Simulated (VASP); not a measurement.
# Ti3C2 (P6_3/mmc) in VASP: a series of runs

Runs on Ti3C2. Level: PBEsol. Tasks: single point.

Everything below comes from runs of VASP 6.6.1. Logs are shortened: lines on timing, memory, paths and dates and some standing lists are left out, and cuts for length are marked.

**1. The cell of the first run**

Symmetry: P6_3/mmc, No. 194, hexagonal system. The conventional cell has a = 3.103 Å, b = 3.103 Å, c = 14.805 Å, α = 90.00°, β = 90.00°, γ = 120.00°. Ti (site symmetry 3m) has 3 C at 2.07 Å within 2.7 Å. Within 2.9 Å of Ti (site symmetry -3m) lie 6 C at 2.19 Å. Within 2.7 Å of C (site symmetry 3m) lie 6 Ti at 2.07 to 2.19 Å.

**2. Single point, PBEsol (biaxial strain in the a-b plane: +2.0 %)**

The input, INCAR:

```
  ALGO = Normal
  EDIFF = 1E-6
  ENCUT = 520
  GGA = PS
  ISIF = 2
  ISMEAR = 0
  LASPH = T
  LCHARG = F
  LREAL = F
  LWAVE = F
  NBANDS = 55
  NELM = 80
  PREC = Accurate
  SIGMA = 0.1
```

The input, KPOINTS:

```
k-points
0
Gamma
  12 12 4
```

The input, POSCAR:

```
Ti3C2
1.0
    3.1029317333      0.0000000000      0.0000000000
   -1.5514658666      2.6872177072      0.0000000000
    0.0000000000      0.0000000000     14.8048335987
Ti C
6 4
Direct
    0.3333333333      0.6666666667      0.8437914628
    0.6666666667      0.3333333333      0.3437914628
    0.6666666667      0.3333333333      0.1562085372
    0.3333333333      0.6666666667      0.6562085372
    0.0000000000      0.0000000000      0.0000000000
    0.0000000000      0.0000000000      0.5000000000
    0.6666666667      0.3333333333      0.9143810498
    0.3333333333      0.6666666667      0.4143810498
    0.6666666667      0.3333333333      0.5856189502
    0.3333333333      0.6666666667      0.0856189502
```

Potentials or basis: VASP PAW PBE potentials, release 64 (Ti_sv, C).

The run is started by

```console
cat potpaw_PBE.64/Ti_sv/POTCAR potpaw_PBE.64/C/POTCAR > POTCAR
mpirun -np 1 vasp_std > vasp.out
```

OUTCAR:

```text
EDIFF = 1E-6
   ENCUT = 520
   GGA = PS
   ISIF = 2
   ISMEAR = 0
   LASPH = T
   LREAL = F
   NELM = 80
   PREC = Accurate

 ion  position               nearest neighbor table
   1  0.333  0.667  0.844-   7 2.07   7 2.07   7 2.07   4 2.78
   2  0.667  0.333  0.344-   8 2.07   8 2.07   8 2.07   3 2.78
   3  0.667  0.333  0.156-  10 2.07  10 2.07  10 2.07   2 2.78
   4  0.333  0.667  0.656-   9 2.07   9 2.07   9 2.07   1 2.78
   5  0.000  0.000  0.000-   7 2.19  10 2.19  10 2.19   7 2.19   7 2.19  10 2.19
   6  0.000  0.000  0.500-   8 2.19   9 2.19   8 2.19   9 2.19   9 2.19   8 2.19
   7  0.667  0.333  0.914-   1 2.07   1 2.07   1 2.07   5 2.19   5 2.19   5 2.19
   8  0.333  0.667  0.414-   2 2.07   2 2.07   2 2.07   6 2.19   6 2.19   6 2.19
   9  0.667  0.333  0.586-   4 2.07   4 2.07   4 2.07   6 2.19   6 2.19   6 2.19
  10  0.333  0.667  0.086-   3 2.07   3 2.07   3 2.07   5 2.19   5 2.19   5 2.19

  LATTYP: Found a hexagonal cell.
 ALAT       =     3.1029317333
 C/A-ratio  =     4.7712405142

  Lattice vectors:

 A1 = (   3.1029317333,   0.0000000000,   0.0000000000)
 A2 = (  -1.5514658666,   2.6872177072,   0.0000000000)
 A3 = (   0.0000000000,   0.0000000000,  14.8048335987)

Analysis of symmetry for initial positions (statically):
=====================================================================
 Subroutine PRICEL returns:
 Original cell was already a primitive cell.

 Routine SETGRP: Setting up the symmetry group for a
 hexagonal supercell.

 Subroutine GETGRP returns: Found 24 space group operations
 (whereof 12 operations were pure point group operations)
 out of a pool of 24 trial point group operations.

The static configuration has the point symmetry D_3d.
 The point group associated with its full space group is D_6h.

Analysis of symmetry for dynamics (positions and initial velocities):
=====================================================================
 Subroutine PRICEL returns:
 Original cell was already a primitive cell.

 Routine SETGRP: Setting up the symmetry group for a
 hexagonal supercell.

 Subroutine GETGRP returns: Found 24 space group operations
 (whereof 12 operations were pure point group operations)
 out of a pool of 24 trial point group operations.

The dynamic configuration has the point symmetry D_3d.
 The point group associated with its full space group is D_6h.

 Subroutine INISYM returns: Found 24 space group operations
 (whereof 12 operations are pure point group operations),
[... 120 lines left out ...]
   POTIM  = 0.5000    time-step for ionic-motion
   TEBEG  =    0.0;   TEEND  =   0.0 temperature during run
   PSTRESS=    0.0 pullay stress
   NELECT =      88.0000    total number of electrons
   NUPDOWN=      -1.0000    fix difference up-down
   EMIN   =  10.00;   EMAX   =-10.00  energy-range for DOS
   EFERMI =   0.00;   METHOD = LEGACY
   ISMEAR =     0;   SIGMA  =   0.10  broadening in eV -4-tet -1-fermi 0-gaus
   EFERMI_NEDOS =   21; number of points for ismear=-14 and -15
   IALGO  =     38    algorithm
   IMIX   =      4    mixing-type and parameters
     AMIX     =   0.40;   BMIX     =  1.00
     AMIX_MAG =   1.60;   BMIX_MAG =  1.00
  volume/ion in A,a.u.               =      12.34        83.31
  Fermi-wavevector in a.u.,A,eV,Ry     =   1.462434  2.763599 29.098948  2.138712
  Thomas-Fermi vector in A             =   2.578648
   LORBIT       =      0    0 simple, 1 ext, 2 COOP (PROOUT), +10 PAW based schemes
   GGA     = PS    functional components
   LHFCALC =     F    Hartree Fock is set to
   AEXX    =    0.0000 exact exchange contribution
   IVDW    =     0    specifies the selected vdW correction
   LEPSILON=     F    determine dielectric tensor
   LRPA    =     F    only Hartree local field effects (RPA)
 non-spin polarized calculation
 Gauss-broadening in eV      SIGMA  =   0.10
  energy-cutoff  :      520.00
  volume of cell :      123.45
 maximum number of plane-waves:      3352
 NGX is ok and might be reduce to    24
   NGX = 11   NGY = 11   NGZ = 55

 number of electron      87.9999985 magnetization

 Free energy of the ion-electron system (eV)
  ---------------------------------------------------
  ext. energy  EPLUGINS =         0.00000000
  ---------------------------------------------------
  free energy    TOTEN  =       -96.10277112 eV

  energy without entropy =      -96.08991502  energy(sigma->0) =      -96.09634307

 E-fermi :   8.4917     XC(G=0): -12.0543

 val. band max:        8.4581322437   @ k =   0.0833   0.0833   0.5000
 cond. band min:       8.5120812610   @ k =   0.0833   0.0833   0.2500
 fundamental gap:      0.0539490174
 Fermi energy:         8.4917433282

 k-point     1 :       0.0000    0.0000    0.0000
  band No.  band energies     occupation
      1     -48.2493      2.00000
      2     -48.2403      2.00000
      3     -48.2153      2.00000
      4     -48.2047      2.00000
      5     -48.0180      2.00000
      6     -48.0163      2.00000
[... 1381 lines left out ...]
     54      10.5777      0.00000
     55      10.7861      0.00000

 [... further k-points ...]

------------------------ aborting loop because EDIFF is reached ----------------------------------------

  FORCE on cell =-STRESS in cart. coord.  units (eV):
  Direction    XX          YY          ZZ          XY          YZ          ZX
  --------------------------------------------------------------------------------------
  -------------------------------------------------------------------------------------
  Total       -6.7608279     -6.7608279      0.7377831     -0.0000000      0.0000000     -0.0000000
  in kB      -87.7469156    -87.7469156      9.5754826     -0.0000000      0.0000000     -0.0000000
  external PRESSURE =     -55.3061162 kB  Pullay stress =       0.0000000 kB

 VOLUME and BASIS-vectors are now :
 -----------------------------------------------------------------------------
  energy-cutoff  :      520.00
  volume of cell :      123.45
      direct lattice vectors                 reciprocal lattice vectors
     3.102931733  0.000000000  0.000000000     0.322275862  0.186066056  0.000000000
    -1.551465867  2.687217707  0.000000000     0.000000000  0.372132112  0.000000000
     0.000000000  0.000000000 14.804833599     0.000000000  0.000000000  0.067545508

 POSITION                                       TOTAL-FORCE (eV/Angst)
 -----------------------------------------------------------------------------------
     -0.00000      1.79148     12.49219         0.000000     -0.000000      0.252406
      1.55147      0.89574      5.08978        -0.000000      0.000000      0.252406
      1.55147      0.89574      2.31264        -0.000000      0.000000     -0.252406
     -0.00000      1.79148      9.71506         0.000000     -0.000000     -0.252406
      0.00000      0.00000      0.00000        -0.000000     -0.000000      0.000000
      0.00000      0.00000      7.40242        -0.000000     -0.000000      0.000000
      1.55147      0.89574     13.53726        -0.000000      0.000000     -0.162262
     -0.00000      1.79148      6.13484         0.000000     -0.000000     -0.162262
      1.55147      0.89574      8.66999        -0.000000      0.000000      0.162262
     -0.00000      1.79148      1.26757         0.000000     -0.000000      0.162262
 -----------------------------------------------------------------------------------
    total drift:                               -0.000000      0.000000     -0.000000

  FREE ENERGIE OF THE ION-ELECTRON SYSTEM (eV)
  ---------------------------------------------------
  free  energy   TOTEN  =       -96.1027711247 eV

  energy  without entropy=      -96.0899150194  energy(sigma->0) =      -96.09634307
```

OSZICAR:

```text
N       E                     dE             d eps       ncg     rms          rms(c)
DAV:   1     0.125719269418E+04    0.12572E+04   -0.42652E+04  6270   0.196E+03
DAV:   2     0.887677070750E+02   -0.11684E+04   -0.11389E+04  6270   0.610E+02
DAV:   3    -0.102099321813E+03   -0.19087E+03   -0.18632E+03  9276   0.209E+02
DAV:   4    -0.122669306397E+03   -0.20570E+02   -0.20427E+02  9100   0.651E+01
DAV:   5    -0.124102594533E+03   -0.14333E+01   -0.14320E+01  9988   0.152E+01    0.403E+01
DAV:   6    -0.971529884512E+02    0.26950E+02   -0.23397E+02  8873   0.817E+01    0.135E+01
DAV:   7    -0.978842582276E+02   -0.73127E+00   -0.58311E+01  8935   0.399E+01    0.128E+01
DAV:   8    -0.960719608111E+02    0.18123E+01   -0.26224E+01  8603   0.220E+01    0.594E+00
DAV:   9    -0.961178533766E+02   -0.45893E-01   -0.21335E+00  8980   0.657E+00    0.234E+00
DAV:  10    -0.960946652065E+02    0.23188E-01   -0.41921E-01  9373   0.330E+00    0.111E+00
DAV:  11    -0.961056144198E+02   -0.10949E-01   -0.62183E-02  9836   0.176E+00    0.468E-01
DAV:  12    -0.961025354986E+02    0.30789E-02   -0.25090E-02  8441   0.170E+00    0.130E-01
DAV:  13    -0.961027780297E+02   -0.24253E-03   -0.17163E-03  8653   0.239E-01    0.288E-02
DAV:  14    -0.961027715288E+02    0.65009E-05   -0.13711E-04  9521   0.707E-02    0.185E-02
DAV:  15    -0.961027716244E+02   -0.95582E-07   -0.27731E-05  8549   0.313E-02    0.774E-03
DAV:  16    -0.961027711247E+02    0.49968E-06   -0.72059E-06  7064   0.215E-02
   1 F= -.96102771E+02 E0= -.96096343E+02  d E =-.128561E-01
```

Wall time 3.1 min (1 thread of Intel Xeon 6975P-C (Granite Rapids), shared host); peak memory 0.41 GiB.

What came out:

- Free energy: -96.1028 eV
- Pressure: -5.5 GPa
- Largest force: 0.252 eV/Å
- Band gap on the k mesh: zero (band 44 reaches 8.81 eV, above the bottom of band 45 at 8.22 eV)

Forces in eV/Å, atoms in the order of the input:
```
Ti   0.000  0.000  0.252
Ti   0.000  0.000  0.252
Ti   0.000  0.000 -0.252
Ti   0.000  0.000 -0.252
Ti   0.000  0.000  0.000
Ti   0.000  0.000  0.000
C    0.000  0.000 -0.162
C    0.000  0.000 -0.162
C    0.000  0.000  0.162
C    0.000  0.000  0.162
```

Stress tensor (GPa, compression positive):
```
-8.77  0.00  0.00
 0.00 -8.77  0.00
 0.00  0.00  0.96
```

Caveat: the cell differs from its parent crystal (biaxial strain in the a-b plane: +2.0 %); the PAW data sets were made with another functional, which shifts forces and pressure a little.

**3. Single point, PBEsol (biaxial strain in the a-b plane: +2.0 %, then relaxed in part)**

The input, INCAR:

```
  PREC = Accurate
  ENCUT = 520
  EDIFF = 1E-7
  ISMEAR = 0
  SIGMA = 0.1
  LREAL = F
  LASPH = T
  NELM = 100
  ALGO = Normal
  ISIF = 2
  LWAVE = F
  LCHARG = F
  GGA = PS
  NBANDS = 55
```

The input, KPOINTS:

```
Automatic mesh
0
Gamma
  12 12 4
```

The input, POSCAR:

```
Ti3C2
1.0
    3.1029317333      0.0000000000      0.0000000000
   -1.5514658666      2.6872177072      0.0000000000
    0.0000000000      0.0000000000     14.9021529585
Ti C
6 4
Direct
    0.3333333333      0.6666666667      0.8451892750
    0.6666666667      0.3333333333      0.3451892750
    0.6666666667      0.3333333333      0.1548107250
    0.3333333333      0.6666666667      0.6548107250
    0.0000000000      0.0000000000      0.0000000000
    0.0000000000      0.0000000000      0.5000000000
    0.6666666667      0.3333333333      0.9143909664
    0.3333333333      0.6666666667      0.4143909664
    0.6666666667      0.3333333333      0.5856090336
    0.3333333333      0.6666666667      0.0856090336
```

Potentials or basis: VASP PAW PBE potentials, release 64 (Ti_sv, C).

The run is started by

```console
cat potpaw_PBE.64/Ti_sv/POTCAR potpaw_PBE.64/C/POTCAR > POTCAR
mpirun -np 1 vasp_std > vasp.out
```

OUTCAR:

```text
PREC = Accurate
   ENCUT = 520
   EDIFF = 1E-7
   ISMEAR = 0
   LREAL = F
   LASPH = T
   NELM = 100
   ISIF = 2
   GGA = PS

 ion  position               nearest neighbor table
   1  0.333  0.667  0.845-   7 2.07   7 2.07   7 2.07   4 2.84
   2  0.667  0.333  0.345-   8 2.07   8 2.07   8 2.07   3 2.84
   3  0.667  0.333  0.155-  10 2.07  10 2.07  10 2.07   2 2.84
   4  0.333  0.667  0.655-   9 2.07   9 2.07   9 2.07   1 2.84
   5  0.000  0.000  0.000-   7 2.20  10 2.20  10 2.20   7 2.20   7 2.20  10 2.20
   6  0.000  0.000  0.500-   8 2.20   9 2.20   8 2.20   9 2.20   9 2.20   8 2.20
   7  0.667  0.333  0.914-   1 2.07   1 2.07   1 2.07   5 2.20   5 2.20   5 2.20
   8  0.333  0.667  0.414-   2 2.07   2 2.07   2 2.07   6 2.20   6 2.20   6 2.20
   9  0.667  0.333  0.586-   4 2.07   4 2.07   4 2.07   6 2.20   6 2.20   6 2.20
  10  0.333  0.667  0.086-   3 2.07   3 2.07   3 2.07   5 2.20   5 2.20   5 2.20

  LATTYP: Found a hexagonal cell.
 ALAT       =     3.1029317333
 C/A-ratio  =     4.8026041948

  Lattice vectors:

 A1 = (   3.1029317333,   0.0000000000,   0.0000000000)
 A2 = (  -1.5514658666,   2.6872177072,   0.0000000000)
 A3 = (   0.0000000000,   0.0000000000,  14.9021529585)

Analysis of symmetry for initial positions (statically):
=====================================================================
 Subroutine PRICEL returns:
 Original cell was already a primitive cell.

 Routine SETGRP: Setting up the symmetry group for a
 hexagonal supercell.

 Subroutine GETGRP returns: Found 24 space group operations
 (whereof 12 operations were pure point group operations)
 out of a pool of 24 trial point group operations.

The static configuration has the point symmetry D_3d.
 The point group associated with its full space group is D_6h.

Analysis of symmetry for dynamics (positions and initial velocities):
=====================================================================
 Subroutine PRICEL returns:
[... 154 lines left out ...]
   IVDW    =     0    specifies the selected vdW correction
   LEPSILON=     F    determine dielectric tensor
   LRPA    =     F    only Hartree local field effects (RPA)
 non-spin polarized calculation
 Gauss-broadening in eV      SIGMA  =   0.10
  energy-cutoff  :      520.00
  volume of cell :      124.26
 maximum number of plane-waves:      3372
 NGX is ok and might be reduce to    24
   NGX = 11   NGY = 11   NGZ = 55

 number of electron      87.9999993 magnetization

 Free energy of the ion-electron system (eV)
  ---------------------------------------------------
  ext. energy  EPLUGINS =         0.00000000
  ---------------------------------------------------
  free energy    TOTEN  =       -96.11545904 eV

  energy without entropy =      -96.10162028  energy(sigma->0) =      -96.10853966

 E-fermi :   8.4127     XC(G=0): -12.0101

 val. band max:        8.3812860432   @ k =   0.0833   0.0833   0.5000
 cond. band min:       8.4239815677   @ k =   0.2500   0.2500   0.0000
 fundamental gap:      0.0426955246
 Fermi energy:         8.4126560287

 k-point     1 :       0.0000    0.0000    0.0000
  band No.  band energies     occupation
      1     -48.3231      2.00000
      2     -48.3135      2.00000
      3     -48.2966      2.00000
      4     -48.2856      2.00000
      5     -48.0977      2.00000
      6     -48.0962      2.00000
[... 1381 lines left out ...]
     54      10.4850      0.00000
     55      10.7165      0.00000

 [... further k-points ...]

------------------------ aborting loop because EDIFF is reached ----------------------------------------

  FORCE on cell =-STRESS in cart. coord.  units (eV):
  Direction    XX          YY          ZZ          XY          YZ          ZX
  --------------------------------------------------------------------------------------
  -------------------------------------------------------------------------------------
  Total       -6.2677104     -6.2677104      0.1401108     -0.0000000      0.0000000      0.0000000
  in kB      -80.8156395    -80.8156395      1.8065833     -0.0000000      0.0000000      0.0000000
  external PRESSURE =     -53.2748986 kB  Pullay stress =       0.0000000 kB

 VOLUME and BASIS-vectors are now :
 -----------------------------------------------------------------------------
  energy-cutoff  :      520.00
  volume of cell :      124.26
      direct lattice vectors                 reciprocal lattice vectors
     3.102931733  0.000000000  0.000000000     0.322275862  0.186066056  0.000000000
    -1.551465867  2.687217707  0.000000000     0.000000000  0.372132112  0.000000000
     0.000000000  0.000000000 14.902152959     0.000000000  0.000000000  0.067104398

 POSITION                                       TOTAL-FORCE (eV/Angst)
 -----------------------------------------------------------------------------------
     -0.00000      1.79148     12.59514         0.000000     -0.000000     -0.020869
      1.55147      0.89574      5.14406        -0.000000      0.000000     -0.020869
      1.55147      0.89574      2.30701        -0.000000      0.000000      0.020869
     -0.00000      1.79148      9.75809         0.000000     -0.000000      0.020869
      0.00000      0.00000      0.00000        -0.000000      0.000000     -0.000000
      0.00000      0.00000      7.45108        -0.000000      0.000000     -0.000000
      1.55147      0.89574     13.62639         0.000000     -0.000000      0.001981
     -0.00000      1.79148      6.17532        -0.000000      0.000000      0.001981
      1.55147      0.89574      8.72684         0.000000     -0.000000     -0.001981
     -0.00000      1.79148      1.27576        -0.000000      0.000000     -0.001981
 -----------------------------------------------------------------------------------
    total drift:                               -0.000000      0.000000     -0.000000

  FREE ENERGIE OF THE ION-ELECTRON SYSTEM (eV)
  ---------------------------------------------------
  free  energy   TOTEN  =       -96.1154590400 eV

  energy  without entropy=      -96.1016202783  energy(sigma->0) =      -96.10853966
```

Run time: 3.5 min. Hardware: 1 thread of Intel Xeon 6975P-C (Granite Rapids), shared host; peak memory 0.41 GiB.

What came out:

```
Free energy            : -96.1155 eV
Pressure               : -5.3 GPa
Largest force          : 0.021 eV/Å
Band gap on the k mesh : zero (band 44 reaches 8.73 eV, above the bottom of band 45 at 8.14 eV)
```

Forces on the atoms (eV/Å):
```
Ti   0.000  0.000 -0.021
Ti   0.000  0.000 -0.021
Ti   0.000  0.000  0.021
Ti   0.000  0.000  0.021
Ti   0.000  0.000  0.000
Ti   0.000  0.000  0.000
C    0.000  0.000  0.002
C    0.000  0.000  0.002
C    0.000  0.000 -0.002
C    0.000  0.000 -0.002
```

Levels at points of the mesh, in eV from the Fermi level:
```
           k point  band 40  band 41  band 42  band 43  band 44  band 45  band 46  band 47  band 48  band 49
(0.00, 0.00, 0.00)    -1.87    -1.87    -1.62     0.25     0.25     0.40     0.40     0.42     0.72     1.20
(0.50, 0.00, 0.00)    -1.92    -1.89    -1.65    -1.10    -1.09     0.28     0.55     1.94     2.02     2.11
(0.00, 0.00, 0.50)    -1.92    -1.75    -1.75     0.32     0.32     0.32     0.32     0.57     0.57     1.36
(0.50, 0.00, 0.50)    -1.98    -1.77    -1.77    -1.09    -1.09     0.41     0.41     2.05     2.05     2.20
```

Caveat: the cell differs from its parent crystal (biaxial strain in the a-b plane: +2.0 %, then relaxed in part); the PAW data sets were made with another functional, which shifts forces and pressure a little.
